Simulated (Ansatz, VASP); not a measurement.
# One calculation of BeB12, two programs

```xyz
13
Lattice="4.9191 0.0000 0.0000 0.0000 4.9191 0.0000 0.0000 0.0000 4.9191" Properties=species:S:1:pos:R:3 pbc="T T T"
Be    2.4596    2.4596    2.4596
B     1.2265    2.4596    0.0000
B     3.6926    2.4596    0.0000
B     0.0000    1.2265    2.4596
B     0.0000    3.6926    2.4596
B     2.4596    0.0000    1.2265
B     2.4596    0.0000    3.6926
B     2.4596    1.2265    0.0000
B     2.4596    3.6926    0.0000
B     1.2265    0.0000    2.4596
B     3.6926    0.0000    2.4596
B     0.0000    2.4596    3.6926
B     0.0000    2.4596    1.2265
```

Alike in both runs: functional PBE; k mesh 8 × 8 × 8; occupations gaussian, width 0.1 eV; no spin polarisation.

Ansatz relaxed the structure, and its values are those at the end. VASP's run is a single point on that final structure, the one shown.

```csv
,VASP,Ansatz
version,VASP 6.6.1,Ansatz 0.2.0
potentials or method,"VASP PAW PBE potentials, release 64 (Be, B), cutoff 520 eV","scalar-relativistic, plane waves, PAW"
valence electrons in the cell,38,38
```

|  | VASP | Ansatz | Ansatz less VASP |
| --- | --- | --- | --- |
| gap on the k mesh at the Fermi level (eV) | none | none | - |
| pressure (GPa) | 0.0 | 0.0 | +0.02 |

A gap of «none» marks a metal or a gap that the smearing closes. With one functional, cell and mesh, what is left measures potentials, basis and numerics.
